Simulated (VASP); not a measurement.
The system is MoS2.

```
Mo S
1.0
     3.20580    0.00000    0.00000
    -1.60290    2.77631    0.00000
     0.00000    0.00000    6.27011
Mo S
1 2
Direct
  0.00000 0.00000 0.50000
  0.66667 0.33333 0.74468
  0.33333 0.66667 0.25532
```

Base run:

| Item | Value |
| --- | --- |
| Program | VASP 6.6.1 |
| Functional | RPBE |
| Potentials or basis | VASP PAW PBE potentials, release 64 (Mo_sv, S) |
| Cutoff | 520 eV |
| k mesh | 9 × 9 × 4 |
| Occupations | fermi-dirac, width 0.05 eV |
| Spin | no spin polarisation |

Its results: band gap on the k mesh zero (band 13 reaches 7.92 eV, above the bottom of band 14 at 6.87 eV); pressure 6.3 GPa; largest force 0.672 eV/Å.

Problem. The run is repeated on the same cell with these changes: dispersion from none to D3(BJ). What comes out?

Solution. Band gap on the k mesh zero (band 13 reaches 7.92 eV, above the bottom of band 14 at 6.87 eV); pressure -11.6 GPa; largest force 0.089 eV/Å.

Dispersion adds attraction, which lowers the pressure at fixed volume and, as a term added to the energy, leaves the levels alone.

Caveats: the PAW data sets were made with another functional, which shifts forces and pressure a little; this functional lacks dispersion, which binds the layers, so the pressure and a relaxed spacing across them are unreliable (some runs).
